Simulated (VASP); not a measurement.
# Be4ZnSe (P3m1) in VASP: a series of runs

Be4ZnSe is run at these levels: PBE; tasks: single point, relaxation of cell and atoms.

Program: VASP 6.6.1. These are calculated values, not measurements. Logs are shortened: lines on timing, memory, paths and dates and some standing lists are left out, and cuts for length are marked.

### 1 The cell of the first run

The structure is trigonal, space group P3m1 (No. 156). Conventional cell: a = 4.216 Å, b = 4.216 Å, c = 5.451 Å, α = 90.00°, β = 90.00°, γ = 120.00°. Be (site symmetry m) has 6 Be at 2.10 to 2.12 Å and 1 Se at 2.59 Å within 2.8 Å. Within 2.8 Å of Be (site symmetry 3m) lie 6 Be at 2.12 Å and 1 Zn at 2.24 Å. Within 3.0 Å of Zn (site symmetry 3m) lie 7 Be at 2.24 to 2.93 Å and 3 Se at 2.68 Å. Se (site symmetry 3m) has 9 Be at 2.59 to 3.39 Å and 3 Zn at 2.68 Å within 3.4 Å.

The cell was generated, and may not be a known phase.

### 2 Single point, PBE

INCAR

```
SYSTEM = Be4ZnSe
  PREC = Accurate
  ENCUT = 520
  EDIFF = 1E-6
  ISMEAR = 0
  SIGMA = 0.2
  LREAL = .FALSE.
  LASPH = .TRUE.
  NELM = 100
  ALGO = Normal
  ISIF = 2
  LWAVE = .FALSE.
  LCHARG = .TRUE.
  GGA = PE
  LELF = .TRUE.
  LVHAR = .TRUE.
  NBANDS = 22
```

KPOINTS

```
regular mesh
0
G
  5 5 3
  0 0 0
```

POSCAR

```
Be4ZnSe
1.0
    4.2156947944      0.0000000000      0.0000000000
   -2.1078473972      3.6508987865      0.0000000000
    0.0000000000      0.0000000000      5.4505470815
Be Zn Se
4 1 1
Direct
    0.5007440412      0.4992559588     -0.0123372121
    0.5007440412      0.0014880824     -0.0123372121
    0.9985119176      0.4992559588     -0.0123372121
    0.0000000000      0.0000000000      0.0246544142
    0.0000000000      0.0000000000      0.6135163662
    0.6666666667      0.3333333333      0.4073094458
```

Potentials or basis: VASP PAW PBE potentials, release 64 (Be, Zn, Se).

On the command line:

```sh
cat potpaw_PBE.64/Be/POTCAR potpaw_PBE.64/Zn/POTCAR potpaw_PBE.64/Se/POTCAR > POTCAR
mpirun -np 1 vasp_std > vasp.out
```

OUTCAR:

```text
SYSTEM = Be4ZnSe
   PREC = Accurate
   ENCUT = 520
   EDIFF = 1E-6
   ISMEAR = 0
   LREAL = .FALSE.
   LASPH = .TRUE.
   NELM = 100
   ISIF = 2
   GGA = PE

 ion  position               nearest neighbor table
   1  0.501  0.499  0.988-   2 2.10   3 2.10   2 2.12   3 2.12   4 2.12   4 2.12   6 2.59
   2  0.501  0.001  0.988-   1 2.10   3 2.10   1 2.12   3 2.12   4 2.12   4 2.12   6 2.59
   3  0.999  0.499  0.988-   2 2.10   1 2.10   2 2.12   1 2.12   4 2.12   4 2.12   6 2.59
   4  0.000  0.000  0.025-   1 2.12   3 2.12   1 2.12   3 2.12   2 2.12   2 2.12   5 2.24
   5  0.000  0.000  0.614-   4 2.24   6 2.68   6 2.68   6 2.68
   6  0.667  0.333  0.407-   2 2.59   3 2.59   1 2.59   5 2.68   5 2.68   5 2.68

  LATTYP: Found a hexagonal cell.
 ALAT       =     4.2156947944
 C/A-ratio  =     1.2929178575

  Lattice vectors:

 A1 = (   4.2156947944,   0.0000000000,   0.0000000000)
 A2 = (  -2.1078473972,   3.6508987865,   0.0000000000)
 A3 = (   0.0000000000,   0.0000000000,   5.4505470815)

Analysis of symmetry for initial positions (statically):
=====================================================================
 Subroutine PRICEL returns:
 Original cell was already a primitive cell.

 Routine SETGRP: Setting up the symmetry group for a
 hexagonal supercell.

 Subroutine GETGRP returns: Found  6 space group operations
 (whereof  6 operations were pure point group operations)
 out of a pool of 24 trial point group operations.

The static configuration has the point symmetry C_3v.

Analysis of symmetry for dynamics (positions and initial velocities):
=====================================================================
 Subroutine PRICEL returns:
 Original cell was already a primitive cell.

 Routine SETGRP: Setting up the symmetry group for a
 hexagonal supercell.

 Subroutine GETGRP returns: Found  6 space group operations
 (whereof  6 operations were pure point group operations)
 out of a pool of 24 trial point group operations.

The dynamic configuration has the point symmetry C_3v.

 Subroutine INISYM returns: Found  6 space group operations
 (whereof  6 operations are pure point group operations),
 and found     1 'primitive' translations

----------------------------------------------------------------------------------------

                                     Primitive cell

  volume of cell :      83.8898

  direct lattice vectors                    reciprocal lattice vectors
     4.215694794  0.000000000  0.000000000     0.237208823  0.136952578  0.000000000
    -2.107847397  3.650898786  0.000000000     0.000000000  0.273905156  0.000000000
     0.000000000  0.000000000  5.450547081     0.000000000  0.000000000  0.183467822

  length of vectors
     4.215694794  4.215694794  5.450547081     0.273905156  0.273905156  0.183467822

  position of ions in fractional coordinates (direct lattice)
     0.500744041  0.499255959  0.987662788
     0.500744041  0.001488082  0.987662788
     0.998511918  0.499255959  0.987662788
     0.000000000  0.000000000  0.024654414
     0.000000000  0.000000000  0.613516366
     0.666666667  0.333333333  0.407309446

  ion indices of the primitive-cell ions
   primitive index   ion index
                 1           1
                 2           2
                 3           3
                 4           4
                 5           5
                 6           6

----------------------------------------------------------------------------------------

 KPOINTS: regular mesh

Automatic generation of k-mesh.
 Grid dimensions read from file:
 generate k-points for:    5    5    3

 Generating k-lattice:

  Cartesian coordinates                     Fractional coordinates (reciprocal lattice)
     0.047441765  0.027390516  0.000000000     0.200000000  0.000000000  0.000000000
     0.000000000  0.054781031  0.000000000     0.000000000  0.200000000  0.000000000
     0.000000000  0.000000000  0.061155941     0.000000000  0.000000000  0.333333333

  Length of vectors
     0.054781031  0.054781031  0.061155941

  Shift w.r.t. Gamma in fractional coordinates (k-lattice)
     0.000000000  0.000000000  0.000000000

 Subroutine IBZKPT returns following result:
 ===========================================

 Found     12 irreducible k-points:

 Following reciprocal coordinates:
            Coordinates               Weight
  0.000000  0.000000  0.000000      1.000000
  0.200000  0.000000  0.000000      6.000000
  0.400000  0.000000  0.000000      6.000000
  0.200000  0.200000  0.000000      6.000000
  0.400000  0.200000  0.000000      6.000000
  0.000000  0.000000  0.333333      2.000000
  0.200000  0.000000  0.333333      6.000000
  0.000000  0.200000  0.333333      6.000000
  0.400000  0.000000  0.333333      6.000000
  0.000000  0.400000  0.333333      6.000000
  0.200000  0.200000  0.333333     12.000000
  0.400000  0.200000  0.333333     12.000000
   k-points           NKPTS =     12   k-points in BZ     NKDIM =     12   number of bands    NBANDS=     22
   number of dos      NEDOS =    301   number of ions     NIONS =      6
   total plane-waves  NPLWV =  43008
   dimension x,y,z NGX =    32 NGY =   32 NGZ =   42
   dimension x,y,z NGXF=    64 NGYF=   64 NGZF=   84
   ions per type =               4   1   1
   NGX,Y,Z   is equivalent  to a cutoff of  12.62, 12.62, 12.81 a.u.
   NGXF,Y,Z  is equivalent  to a cutoff of  25.24, 25.24, 25.62 a.u.
 SYSTEM =  Be4ZnSe
   PREC   = accura    normal or accurate (medium, high low for compatibility)
   ISTART =      0    job   : 0-new  1-cont  2-samecut
   ICHARG =      2    charge: 1-file 2-atom 10-const
   ISPIN  =      1    spin polarized calculation?
   LNONCOLLINEAR =      F non collinear calculations
   LSORBIT =      F    spin-orbit coupling
   LASPH  =      T    aspherical Exc in radial PAW
   ENCUT  =  520.0 eV  38.22 Ry    6.18 a.u.   7.84  7.84 10.13*2*pi/ulx,y,z
   NELM   =    100;   NELMIN=  2; NELMDL= -5     # of ELM steps
   EDIFF  = 0.1E-05   stopping-criterion for ELM
   LREAL  =      F    real-space projection
   EDIFFG = 0.1E-04   stopping-criterion for IOM
   NSW    =      0    number of steps for IOM
   IBRION =     -1    ionic relax: 0-MD 1-quasi-New 2-CG
   NFREE  =      0    steps in history (QN), initial steepest desc. (CG)
   ISIF   =      2    stress and relaxation
   ISYM   =      2    0-nonsym 1-usesym 2-fastsym
   POTIM  = 0.5000    time-step for ionic-motion
   TEBEG  =    0.0;   TEEND  =   0.0 temperature during run
   PSTRESS=    0.0 pullay stress
   NELECT =      26.0000    total number of electrons
   NUPDOWN=      -1.0000    fix difference up-down
   EMIN   =  10.00;   EMAX   =-10.00  energy-range for DOS
   EFERMI =   0.00;   METHOD = LEGACY
   ISMEAR =     0;   SIGMA  =   0.20  broadening in eV -4-tet -1-fermi 0-gaus
   EFERMI_NEDOS =   21; number of points for ismear=-14 and -15
   IALGO  =     38    algorithm
   IMIX   =      4    mixing-type and parameters
     AMIX     =   0.40;   BMIX     =  1.00
     AMIX_MAG =   1.60;   BMIX_MAG =  1.00
  volume/ion in A,a.u.               =      13.98        94.35
  Fermi-wavevector in a.u.,A,eV,Ry     =   1.107889  2.093607 16.700037  1.227418
  Thomas-Fermi vector in A             =   2.244409
   LORBIT       =      0    0 simple, 1 ext, 2 COOP (PROOUT), +10 PAW based schemes
   GGA     = PE    functional components
   LHFCALC =     F    Hartree Fock is set to
   AEXX    =    0.0000 exact exchange contribution
   IVDW    =     0    specifies the selected vdW correction
   LEPSILON=     F    determine dielectric tensor
   LRPA    =     F    only Hartree local field effects (RPA)
 non-spin polarized calculation
 Gauss-broadening in eV      SIGMA  =   0.20
  energy-cutoff  :      520.00
  volume of cell :       83.89
 maximum number of plane-waves:      2282
 NGX is ok and might be reduce to    32
   NGX = 15   NGY = 15   NGZ = 21

 number of electron      25.9999987 magnetization

 Free energy of the ion-electron system (eV)
  ---------------------------------------------------
  ext. energy  EPLUGINS =         0.00000000
  ---------------------------------------------------
  free energy    TOTEN  =       -18.20440836 eV

  energy without entropy =      -18.19323441  energy(sigma->0) =      -18.19882138

 E-fermi :   3.6370     XC(G=0):  -9.6908

 val. band max:        3.5632087537   @ k =   0.2000   0.2000   0.0000
 cond. band min:       3.9845518779   @ k =   0.0000   0.2000   0.3333
 fundamental gap:      0.4213431242
 Fermi energy:         3.6370322031

 k-point     1 :       0.0000    0.0000    0.0000
  band No.  band energies     occupation
      1     -10.3034      2.00000
      2      -4.1249      2.00000
      3      -3.7623      2.00000
      4      -3.7623      2.00000
      5      -3.6340      2.00000
      6      -3.6340      2.00000
[... 14 lines left out ...]
     21      10.3245      0.00000
     22      10.3984      0.00000

 k-point     2 :       0.2000    0.0000    0.0000
  band No.  band energies     occupation
      1     -10.1669      2.00000
      2      -4.1100      2.00000
      3      -3.7621      2.00000
      4      -3.7477      2.00000
      5      -3.6579      2.00000
      6      -3.6221      2.00000
[... 14 lines left out ...]
     21      10.4923      0.00000
     22      10.8251      0.00000

 k-point     3 :       0.4000    0.0000    0.0000
  band No.  band energies     occupation
      1      -9.9232      2.00000
      2      -3.9911      2.00000
      3      -3.7493      2.00000
      4      -3.7371      2.00000
      5      -3.6729      2.00000
      6      -3.5861      2.00000
[... 14 lines left out ...]
     21      10.9941      0.00000
     22      13.1010      0.00000
[... 176 lines left out ...]
 k-point    11 :       0.2000    0.2000    0.3333
  band No.  band energies     occupation
      1      -9.9380      2.00000
      2      -4.0086      2.00000
      3      -3.7869      2.00000
      4      -3.7448      2.00000
      5      -3.6818      2.00000
      6      -3.6006      2.00000
[... 14 lines left out ...]
     21      10.9680      0.00000
     22      11.9842      0.00000

 k-point    12 :       0.4000    0.2000    0.3333
  band No.  band energies     occupation
      1      -9.8159      2.00000
      2      -3.8271      2.00000
      3      -3.8150      2.00000
      4      -3.7594      2.00000
      5      -3.6033      2.00000
      6      -3.5829      2.00000
[... 14 lines left out ...]
     21      11.3554      0.00000
     22      12.3896      0.00000

------------------------ aborting loop because EDIFF is reached ----------------------------------------

  FORCE on cell =-STRESS in cart. coord.  units (eV):
  Direction    XX          YY          ZZ          XY          YZ          ZX
  --------------------------------------------------------------------------------------
  -------------------------------------------------------------------------------------
  Total        0.1109184      0.1109184      0.0060256     -0.0000000      0.0000000     -0.0000000
  in kB        2.1183867      2.1183867      0.1150802     -0.0000000      0.0000000     -0.0000000
  external PRESSURE =       1.4506179 kB  Pullay stress =       0.0000000 kB

 VOLUME and BASIS-vectors are now :
 -----------------------------------------------------------------------------
  energy-cutoff  :      520.00
  volume of cell :       83.89
      direct lattice vectors                 reciprocal lattice vectors
     4.215694794  0.000000000  0.000000000     0.237208823  0.136952578  0.000000000
    -2.107847397  3.650898786  0.000000000     0.000000000  0.273905156  0.000000000
     0.000000000  0.000000000  5.450547081     0.000000000  0.000000000  0.183467822

 POSITION                                       TOTAL-FORCE (eV/Angst)
 -----------------------------------------------------------------------------------
      1.05863      1.82273      5.38330        -0.005696      0.003289      0.010998
      2.10785      0.00543      5.38330        -0.000000     -0.006577      0.010998
      3.15707      1.82273      5.38330         0.005696      0.003289      0.010998
      0.00000      0.00000      0.13438        -0.000000     -0.000000     -0.035717
      0.00000      0.00000      3.34400        -0.000000     -0.000000     -0.005367
      2.10785      1.21697      2.22006        -0.000000     -0.000000      0.008091
 -----------------------------------------------------------------------------------
    total drift:                                0.000001     -0.000000      0.000142

  FREE ENERGIE OF THE ION-ELECTRON SYSTEM (eV)
  ---------------------------------------------------
  free  energy   TOTEN  =       -18.2044083559 eV

  energy  without entropy=      -18.1932344131  energy(sigma->0) =      -18.19882138
```

Wall time 22 s (1 thread of Intel Xeon Platinum 8259CL at 2.50GHz (Skylake/Cascade Lake), shared host); peak memory 0.2 GiB.

Results:

| Property | Result |
| --- | --- |
| Free energy | -18.2044 eV |
| Pressure | 0.1 GPa |
| Largest force | 0.036 eV/Å |
| Band gap on the k mesh | zero (bands 13 and 14 overlap by 0.99 eV) |

Forces in eV/Å, atoms in the order of the input:
```
Be  -0.006  0.003  0.011
Be   0.000 -0.007  0.011
Be   0.006  0.003  0.011
Be   0.000  0.000 -0.036
Zn   0.000  0.000 -0.005
Se   0.000  0.000  0.008
```

Levels at points of the mesh, in eV from the Fermi level:
| k point | band 10 | band 11 | band 12 | band 13 | band 14 | band 15 | band 16 | band 17 |
| --- | --- | --- | --- | --- | --- | --- | --- | --- |
| (0.00, 0.00, 0.00) | -2.72 | -1.82 | -1.06 | -1.06 | 0.53 | 2.02 | 4.31 | 4.33 |

Caveat: the k points lie up to 0.38 Å⁻¹ apart, too coarse for converged energies and pressures of a metal.

### 3 Relaxation of cell and atoms, PBE

This run uses another cell than the first one, of 14.17 Å³/atom.

INCAR

```
SYSTEM = Be4ZnSe
ALGO = Normal
EDIFF = 1E-6
EDIFFG = -0.08
ENCUT = 600
GGA = PE
IBRION = 2
ISIF = 3
ISMEAR = 0
LASPH = .TRUE.
LCHARG = .FALSE.
LREAL = .FALSE.
LWAVE = .FALSE.
NELM = 80
NSW = 36
PREC = Accurate
SIGMA = 0.2
```

KPOINTS

```
k-points
0
G
  5 5 3
  0 0 0
```

POSCAR

```
Be4ZnSe
1.0
    4.0438407600      0.0000000000      0.0000000000
   -2.0219203800      3.5020688200      0.0000000000
    0.0000000000      0.0000000000      6.0052745300
Be Zn Se
4 1 1
Direct
    0.5003827700      0.4996172300      0.0173680900
    0.5003827700      0.0007655300      0.0173680900
    0.9992344700      0.4996172300      0.0173680900
    0.0000000000      0.0000000000      0.1429079500
    0.0000000000      0.0000000000      0.4941734500
    0.6666666700      0.3333333300      0.3192829200
```

Potentials or basis: VASP PAW PBE potentials, release 64 (Be, Zn, Se).

On the command line:

```sh
cat potpaw_PBE.64/Be/POTCAR potpaw_PBE.64/Zn/POTCAR potpaw_PBE.64/Se/POTCAR > POTCAR
mpirun -np 1 vasp_std > vasp.out
```

Wall time 5.1 min (1 thread of Intel Xeon Platinum 8259CL at 2.50GHz (Skylake/Cascade Lake), shared host); peak memory 0.24 GiB.

It converged, with:

| Item | Value |
| --- | --- |
| Free energy | -18.1995 eV |
| Relaxed volume | 14.23 Å³/atom |
| Relaxed cell | a = 4.215 Å, b = 4.215 Å, c = 5.549 Å, α = 90.00°, β = 90.00°, γ = 120.00° |
| Space group after relaxing (to 0.1 Å) | P3m1 (No. 156) |
| Energy gained by relaxing | 511.0 meV/atom |
| Ionic steps | 26 |
| Pressure after relaxing | 0.2 GPa |
| Largest force after relaxing | 0.078 eV/Å |
| Band gap on the k mesh | zero (bands 13 and 14 overlap by 1.15 eV) |

Forces on the atoms (eV/Å):
```
Be  -0.067  0.039 -0.010
Be   0.000 -0.078 -0.010
Be   0.067  0.039 -0.010
Be   0.000  0.000  0.057
Zn   0.000  0.000 -0.011
Se   0.000  0.000 -0.016
```

Stress tensor (GPa, compression positive):
```
 0.70  0.00  0.00
 0.00  0.70  0.00
 0.00  0.00 -0.82
```

The path:
| step | energy change (eV) | largest force (eV/Å) | pressure (GPa) | volume (Å³) |
| --- | --- | --- | --- | --- |
| 1 | 0.0000 | 3.0760 | 15.56 | 85.05 |
| 2 | -1.4019 | 1.7568 | -1.84 | 103.14 |
| 3 | -1.4088 | 1.7384 | -2.70 | 104.75 |
| 4 | -1.7237 | 1.6938 | -2.25 | 102.66 |
| 5 | -2.0889 | 1.7694 | 1.67 | 96.47 |
| 6 | -2.1083 | 1.2632 | 0.59 | 97.72 |
| 7 | -2.3093 | 0.9813 | 0.57 | 96.85 |
| 8 | -2.7102 | 0.5580 | 0.59 | 94.26 |
| 9 | -1.8481 | 3.3414 | 4.97 | 89.09 |
| 10 | -2.7436 | 0.4802 | 0.75 | 93.62 |
| 11 | -2.7687 | 1.0328 | 1.11 | 92.33 |
| 12 | -2.7964 | 1.1510 | -0.49 | 92.24 |
| 13 | -2.8458 | 0.6065 | 0.00 | 92.30 |
| 14 | -2.9186 | 0.3205 | -0.54 | 92.30 |
| 15 | -2.9344 | 0.3930 | -0.81 | 92.29 |
| 16 | -2.9876 | 0.2462 | -1.08 | 91.11 |
| 17 | -3.0186 | 0.2701 | -1.28 | 89.52 |
| 18 | -3.0337 | 0.2586 | 0.14 | 87.18 |
| 19 | -3.0340 | 0.2558 | 0.31 | 86.88 |
| 20 | -3.0409 | 0.1652 | 0.22 | 86.68 |
| 21 | -3.0437 | 0.2160 | 0.16 | 86.44 |
| 22 | -3.0502 | 0.2142 | -0.04 | 86.57 |
| 23 | -3.0575 | 0.2181 | -0.60 | 86.92 |
| 24 | -3.0635 | 0.1407 | -0.27 | 86.19 |
| 25 | -3.0642 | 0.1431 | 0.45 | 84.74 |
| 26 | -3.0658 | 0.0783 | 0.20 | 85.37 |

Final structure:
```cif
data_structure
_symmetry_space_group_name_H-M 'P 1'
_symmetry_Int_Tables_number 1
_cell_length_a 4.2148
_cell_length_b 4.2148
_cell_length_c 5.5488
_cell_angle_alpha 90.000
_cell_angle_beta 90.000
_cell_angle_gamma 120.000
_cell_volume 85.37
loop_
_atom_site_label
_atom_site_type_symbol
_atom_site_fract_x
_atom_site_fract_y
_atom_site_fract_z
_atom_site_occupancy
Be1 Be 0.50109 0.49891 0.99689 1
Be2 Be 0.50109 0.00217 0.99689 1
Be3 Be 0.99782 0.49891 0.99689 1
Be4 Be 0.00000 0.00000 0.00909 1
Zn1 Zn 0.00000 0.00000 0.60077 1
Se1 Se 0.66667 0.33333 0.40794 1
```

Levels at points of the mesh, in eV from the Fermi level:
```tsv
k point	band 10	band 11	band 12	band 13	band 14	band 15	band 16	band 17
(0.00, 0.00, 0.00)	-2.66	-1.79	-1.08	-1.08	0.49	1.90	4.28	4.28
```

Caveat: the relaxation stopped at a loose force limit of 0.08 eV/Å, so its end isn't a converged minimum.

The gap in the log of VASP goes by the Fermi energy; the results here count the filled bands.